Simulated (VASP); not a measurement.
# AlN (Cmc2_1) in VASP: further runs

The runs below take AlN through single point, with LDA.

Program: VASP 6.6.1. These are calculated values, not measurements. Logs are shortened: lines on timing, memory, paths and dates and some standing lists are left out, and cuts for length are marked.

### 1 The cell of the first run

The structure is orthorhombic, space group Cmc2_1 (No. 36). Conventional cell: a = 3.089 Å, b = 5.350 Å, c = 4.944 Å, α = 90.00°, β = 90.00°, γ = 90.00°. Within 2.5 Å of Al (site symmetry m) lie 4 N at 1.87 to 1.89 Å. N (site symmetry m) has 4 Al at 1.87 to 1.89 Å within 2.5 Å.

### 2 Single point, LDA

INCAR

```
SYSTEM = AlN
PREC = Accurate ; ENCUT = 520
EDIFF = 1E-6 ; ISMEAR = 0
SIGMA = 0.05 ; LREAL = .False.
LASPH = .True. ; NELM = 100
ALGO = Normal ; ISIF = 2
LWAVE = .False. ; LCHARG = .False.
NBANDS = 16
```

KPOINTS

```
regular mesh
0
Gamma
  9 9 6
  0 0 0
```

POSCAR

```
AlN
1.0
    3.0887424016      0.0000000000      0.0000000000
   -1.5443712008      2.6749293856      0.0000000000
    0.0000000000      0.0000000000      4.9437688231
Al N
2 2
Direct
    0.3236882189      0.6473764378      0.0015212672
    0.6763117811      0.3526235622      0.5015212672
    0.3419399799      0.6838799599      0.3834787328
    0.6580600201      0.3161200401      0.8834787328
```

Potentials or basis: VASP PAW LDA potentials, release 64 (Al, N).

Started as:

```bash
$ cat potpaw_LDA.64/Al/POTCAR potpaw_LDA.64/N/POTCAR > POTCAR
$ mpirun -np 1 vasp_std > vasp.out
```

OUTCAR:

```text
SYSTEM = AlN
   PREC = Accurate
   ENCUT = 520
   EDIFF = 1E-6
   ISMEAR = 0
   LREAL = .False.
   LASPH = .True.
   NELM = 100
   ISIF = 2

 ion  position               nearest neighbor table
   1  0.324  0.647  0.002-   4 1.87   4 1.87   4 1.88   3 1.89   2 3.02   2 3.02   2 3.02   2 3.02
                             2 3.11   2 3.11
   2  0.676  0.353  0.502-   3 1.87   3 1.87   3 1.88   4 1.89   1 3.02   1 3.02   1 3.02   1 3.02
                             1 3.11   1 3.11
   3  0.342  0.684  0.383-   2 1.87   2 1.87   2 1.88   1 1.89
   4  0.658  0.316  0.883-   1 1.87   1 1.87   1 1.88   2 1.89

  LATTYP: Found a hexagonal cell.
 ALAT       =     3.0887424016
 C/A-ratio  =     1.6005766038

  Lattice vectors:

 A1 = (   3.0887424016,   0.0000000000,   0.0000000000)
 A2 = (  -1.5443712008,   2.6749293856,   0.0000000000)
 A3 = (   0.0000000000,   0.0000000000,   4.9437688231)

Analysis of symmetry for initial positions (statically):
=====================================================================
 Subroutine PRICEL returns:
 Original cell was already a primitive cell.

 Routine SETGRP: Setting up the symmetry group for a
 hexagonal supercell.

 Subroutine GETGRP returns: Found  4 space group operations
 (whereof  2 operations were pure point group operations)
 out of a pool of 24 trial point group operations.

The static configuration has the point symmetry C_1h.
 The point group associated with its full space group is C_2v.

Analysis of symmetry for dynamics (positions and initial velocities):
=====================================================================
 Subroutine PRICEL returns:
 Original cell was already a primitive cell.

 Routine SETGRP: Setting up the symmetry group for a
 hexagonal supercell.

 Subroutine GETGRP returns: Found  4 space group operations
 (whereof  2 operations were pure point group operations)
 out of a pool of 24 trial point group operations.

The dynamic configuration has the point symmetry C_1h.
 The point group associated with its full space group is C_2v.

 Subroutine INISYM returns: Found  4 space group operations
 (whereof  2 operations are pure point group operations),
 and found     1 'primitive' translations

----------------------------------------------------------------------------------------

                                     Primitive cell

  volume of cell :      40.8462

  direct lattice vectors                    reciprocal lattice vectors
     3.088742402  0.000000000  0.000000000     0.323756361  0.186920822  0.000000000
    -1.544371201  2.674929386  0.000000000     0.000000000  0.373841644  0.000000000
     0.000000000  0.000000000  4.943768823     0.000000000  0.000000000  0.202274830

  length of vectors
     3.088742402  3.088742402  4.943768823     0.373841644  0.373841644  0.202274830

  position of ions in fractional coordinates (direct lattice)
     0.323688219  0.647376438  0.001521267
     0.676311781  0.352623562  0.501521267
     0.341939980  0.683879960  0.383478733
     0.658060020  0.316120040  0.883478733

  ion indices of the primitive-cell ions
   primitive index   ion index
                 1           1
                 2           2
                 3           3
                 4           4

----------------------------------------------------------------------------------------

 KPOINTS: regular mesh

Automatic generation of k-mesh.
 Grid dimensions read from file:
 generate k-points for:    9    9    6

 Generating k-lattice:

  Cartesian coordinates                     Fractional coordinates (reciprocal lattice)
     0.035972929  0.020768980  0.000000000     0.111111111 -0.000000000  0.000000000
     0.000000000  0.041537960  0.000000000     0.000000000  0.111111111  0.000000000
     0.000000000  0.000000000  0.033712472     0.000000000  0.000000000  0.166666667

  Length of vectors
     0.041537960  0.041537960  0.033712472

  Shift w.r.t. Gamma in fractional coordinates (k-lattice)
     0.000000000  0.000000000  0.000000000

 Subroutine IBZKPT returns following result:
 ===========================================

 Found    100 irreducible k-points:

 Following reciprocal coordinates:
            Coordinates               Weight
  0.000000  0.000000  0.000000      1.000000
  0.111111  0.000000  0.000000      4.000000
  0.000000  0.111111  0.000000      2.000000
  0.222222 -0.000000  0.000000      4.000000
  0.000000  0.222222  0.000000      2.000000
  0.333333 -0.000000  0.000000      4.000000
[... 16 lines left out ...]
 -0.222222 -0.444444  0.000000      4.000000
  0.444444  0.333333  0.000000      4.000000
 [... further k-points ...]
   k-points           NKPTS =    100   k-points in BZ     NKDIM =    100   number of bands    NBANDS=     16
   number of dos      NEDOS =    301   number of ions     NIONS =      4
   total plane-waves  NPLWV =  23040
   dimension x,y,z NGX =    24 NGY =   24 NGZ =   40
   dimension x,y,z NGXF=    48 NGYF=   48 NGZF=   80
   ions per type =               2   2
   NGX,Y,Z   is equivalent  to a cutoff of  12.92, 12.92, 13.45 a.u.
   NGXF,Y,Z  is equivalent  to a cutoff of  25.84, 25.84, 26.90 a.u.
 SYSTEM =  AlN
   PREC   = accura    normal or accurate (medium, high low for compatibility)
   ISTART =      0    job   : 0-new  1-cont  2-samecut
   ICHARG =      2    charge: 1-file 2-atom 10-const
   ISPIN  =      1    spin polarized calculation?
   LNONCOLLINEAR =      F non collinear calculations
   LSORBIT =      F    spin-orbit coupling
   LASPH  =      T    aspherical Exc in radial PAW
   ENCUT  =  520.0 eV  38.22 Ry    6.18 a.u.   5.74  5.74  9.19*2*pi/ulx,y,z
   NELM   =    100;   NELMIN=  2; NELMDL= -5     # of ELM steps
   EDIFF  = 0.1E-05   stopping-criterion for ELM
   LREAL  =      F    real-space projection
   EDIFFG = 0.1E-04   stopping-criterion for IOM
   NSW    =      0    number of steps for IOM
   IBRION =     -1    ionic relax: 0-MD 1-quasi-New 2-CG
   NFREE  =      0    steps in history (QN), initial steepest desc. (CG)
   ISIF   =      2    stress and relaxation
   ISYM   =      2    0-nonsym 1-usesym 2-fastsym
   POTIM  = 0.5000    time-step for ionic-motion
   TEBEG  =    0.0;   TEEND  =   0.0 temperature during run
   PSTRESS=    0.0 pullay stress
   NELECT =      16.0000    total number of electrons
   NUPDOWN=      -1.0000    fix difference up-down
   EMIN   =  10.00;   EMAX   =-10.00  energy-range for DOS
   EFERMI =   0.00;   METHOD = LEGACY
   ISMEAR =     0;   SIGMA  =   0.05  broadening in eV -4-tet -1-fermi 0-gaus
   EFERMI_NEDOS =   21; number of points for ismear=-14 and -15
   IALGO  =     38    algorithm
   IMIX   =      4    mixing-type and parameters
     AMIX     =   0.40;   BMIX     =  1.00
     AMIX_MAG =   1.60;   BMIX_MAG =  1.00
  volume/ion in A,a.u.               =      10.21        68.91
  Fermi-wavevector in a.u.,A,eV,Ry     =   1.197836  2.263582 19.521797  1.434812
  Thomas-Fermi vector in A             =   2.333741
   LORBIT       =      0    0 simple, 1 ext, 2 COOP (PROOUT), +10 PAW based schemes
   GGA     = CA    functional components
   LHFCALC =     F    Hartree Fock is set to
   AEXX    =    0.0000 exact exchange contribution
   IVDW    =     0    specifies the selected vdW correction
   LEPSILON=     F    determine dielectric tensor
   LRPA    =     F    only Hartree local field effects (RPA)
 non-spin polarized calculation
 Gauss-broadening in eV      SIGMA  =   0.05
  energy-cutoff  :      520.00
  volume of cell :       40.85
 maximum number of plane-waves:      1118
   NGX = 11   NGY = 11   NGZ = 19

 number of electron      16.0000000 magnetization

 Free energy of the ion-electron system (eV)
  ---------------------------------------------------
  ext. energy  EPLUGINS =         0.00000000
  ---------------------------------------------------
  free energy    TOTEN  =       -32.81997838 eV

  energy without entropy =      -32.81997838  energy(sigma->0) =      -32.81997838

 E-fermi :   6.3260     XC(G=0): -11.3440

 val. band max:        6.1324668153   @ k =   0.0000   0.0000   0.0000
 cond. band min:      10.5231639097   @ k =   0.0000   0.0000   0.0000
 fundamental gap:      4.3906970944
 Fermi energy:         6.3260488602

 k-point     1 :       0.0000    0.0000    0.0000
  band No.  band energies     occupation
      1      -9.0562      2.00000
      2      -6.7614      2.00000
      3      -0.0365      2.00000
      4       5.2018      2.00000
      5       5.2548      2.00000
      6       5.8084      2.00000
[... 8 lines left out ...]
     15      19.1375      0.00000
     16      19.5074      0.00000

 k-point     2 :       0.1111    0.0000    0.0000
  band No.  band energies     occupation
      1      -8.8922      2.00000
      2      -6.6668      2.00000
      3       0.1538      2.00000
      4       4.5050      2.00000
      5       5.0187      2.00000
      6       5.1904      2.00000
[... 8 lines left out ...]
     15      18.9932      0.00000
     16      19.3159      0.00000

 k-point     3 :       0.0000    0.1111    0.0000
  band No.  band energies     occupation
      1      -8.8914      2.00000
      2      -6.6690      2.00000
      3       0.1555      2.00000
      4       4.5081      2.00000
      5       5.0343      2.00000
      6       5.2632      2.00000
[... 8 lines left out ...]
     15      19.1092      0.00000
     16      19.2731      0.00000

 k-point     4 :       0.2222   -0.0000    0.0000
  band No.  band energies     occupation
      1      -8.4255      2.00000
      2      -6.4274      2.00000
      3       0.7057      2.00000
      4       2.9481      2.00000
      5       3.9514      2.00000
      6       4.6106      2.00000
[... 8 lines left out ...]
     15      18.5782      0.00000
     16      18.9827      0.00000
[... 324 lines left out ...]
 k-point    22 :       0.3333    0.2222    0.0000
  band No.  band energies     occupation
      1      -6.8003      2.00000
      2      -6.1674      2.00000
      3       1.0083      2.00000
      4       2.1519      2.00000
      5       2.7644      2.00000
      6       2.9013      2.00000
[... 8 lines left out ...]
     15      18.9222      0.00000
     16      20.5857      0.00000

 k-point    23 :      -0.2222   -0.4444    0.0000
  band No.  band energies     occupation
      1      -6.7648      2.00000
      2      -6.2154      2.00000
      3       1.1407      2.00000
      4       2.0183      2.00000
      5       2.7643      2.00000
      6       2.9974      2.00000
[... 8 lines left out ...]
     15      18.7840      0.00000
     16      20.7117      0.00000

 k-point    24 :       0.4444    0.3333    0.0000
  band No.  band energies     occupation
      1      -6.8193      2.00000
      2      -6.1410      2.00000
      3       0.9840      2.00000
      4       2.0703      2.00000
      5       2.8578      2.00000
      6       2.8768      2.00000
[... 8 lines left out ...]
     15      18.7185      0.00000
     16      20.8382      0.00000

 [... further k-points ...]

------------------------ aborting loop because EDIFF is reached ----------------------------------------

  FORCE on cell =-STRESS in cart. coord.  units (eV):
  Direction    XX          YY          ZZ          XY          YZ          ZX
  --------------------------------------------------------------------------------------
  -------------------------------------------------------------------------------------
  Total        0.1202772      0.1304193      0.1399567      0.0000000      0.0000000      0.0000000
  in kB        4.7178238      5.1156440      5.4897441      0.0000000      0.0000000      0.0000000
  external PRESSURE =       5.1077373 kB  Pullay stress =       0.0000000 kB

 VOLUME and BASIS-vectors are now :
 -----------------------------------------------------------------------------
  energy-cutoff  :      520.00
  volume of cell :       40.85
      direct lattice vectors                 reciprocal lattice vectors
     3.088742402  0.000000000  0.000000000     0.323756361  0.186920822  0.000000000
    -1.544371201  2.674929386  0.000000000     0.000000000  0.373841644  0.000000000
     0.000000000  0.000000000  4.943768823     0.000000000  0.000000000  0.202274830

 POSITION                                       TOTAL-FORCE (eV/Angst)
 -----------------------------------------------------------------------------------
      0.00000      1.73169      0.00752         0.000000      0.281689      0.018950
      1.54437      0.94324      2.47941         0.000000     -0.281689      0.018950
     -0.00000      1.82933      1.89583        -0.000000     -0.139330     -0.018950
      1.54437      0.84560      4.36771         0.000000      0.139330     -0.018950
 -----------------------------------------------------------------------------------
    total drift:                               -0.000000     -0.000000     -0.000574

  FREE ENERGIE OF THE ION-ELECTRON SYSTEM (eV)
  ---------------------------------------------------
  free  energy   TOTEN  =       -32.8199783780 eV

  energy  without entropy=      -32.8199783779  energy(sigma->0) =      -32.81997838
```

Run time: 40 s. Hardware: 1 thread of Intel Xeon 6975P-C (Granite Rapids), shared host; peak memory 0.17 GiB.

What came out:

* Free energy: -32.8200 eV
* Pressure: 0.5 GPa
* Largest force: 0.282 eV/Å
* Band gap on the k mesh: 4.39 eV, direct

Forces on the atoms (eV/Å):
```
Al   0.000  0.282  0.019
Al   0.000 -0.282  0.019
N    0.000 -0.139 -0.019
N    0.000  0.139 -0.019
```

Levels at points of the mesh, in eV from the valence-band top:
```
           k point  band 4  band 5  band 6  band 7  band 8  band 9  band 10  band 11  band 12  band 13
(0.00, 0.00, 0.00)   -0.93   -0.88   -0.32   -0.17    0.00    4.39     6.71    10.59    10.90    11.28
(0.00, 0.00, 0.50)   -3.38   -0.60   -0.60   -0.56   -0.56    6.57     6.57    10.29    10.29    11.39
```

A k mesh can miss the band edges. As with any semilocal functional, this LDA gap is likely too small.

### 3 Single point, LDA

INCAR

```
SYSTEM = AlN
PREC = Accurate
ENCUT = 520
EDIFF = 1E-6
ISMEAR = 0
SIGMA = 0.05
LREAL = .FALSE.
LASPH = .TRUE.
NELM = 80
ALGO = Normal
ISIF = 2
LWAVE = .FALSE.
LCHARG = .FALSE.
NBANDS = 16
```

KPOINTS

```
regular mesh
0
G
  9 9 6
  0 0 0
```

POSCAR

```
AlN
1.0
    3.0887424016      0.0000000000      0.0000000000
   -1.5443712008      2.6749293856      0.0000000000
    0.0000000000      0.0000000000      4.9437688231
Al N
2 2
Direct
    0.3365483715      0.6730967429      0.0015212672
    0.6634516285      0.3269032571      0.5015212672
    0.3304644511      0.6609289023      0.3834787328
    0.6695355489      0.3390710977      0.8834787328
```

Potentials or basis: VASP PAW LDA potentials, release 64 (Al, N).

Started as:

```bash
$ cat potpaw_LDA.64/Al/POTCAR potpaw_LDA.64/N/POTCAR > POTCAR
$ mpirun -np 1 vasp_std > vasp.out
```

It took 44 s on 1 thread of Intel Xeon 6975P-C (Granite Rapids), shared host; peak memory 0.17 GiB.

It converged, with:

- Free energy: -32.8387 eV
- Pressure: 0.6 GPa
- Largest force: 0.100 eV/Å
- Band gap on the k mesh: 4.42 eV, direct

Forces in eV/Å, atoms in the order of the input:
```
Al   0.000 -0.100  0.001
Al   0.000  0.100  0.001
N    0.000  0.044 -0.001
N    0.000 -0.044 -0.001
```

Stress tensor (GPa, compression positive):
```
0.66 0.00 0.00
0.00 0.53 0.00
0.00 0.00 0.56
```

Levels at points of the mesh, in eV from the valence-band top:
```
           k point  band 4  band 5  band 6  band 7  band 8  band 9  band 10  band 11  band 12  band 13
(0.00, 0.00, 0.00)   -0.90   -0.88   -0.26   -0.20    0.00    4.42     6.73    10.65    11.03    11.17
(0.00, 0.00, 0.50)   -3.37   -0.58   -0.58   -0.56   -0.56    6.60     6.60    10.32    10.32    11.42
```
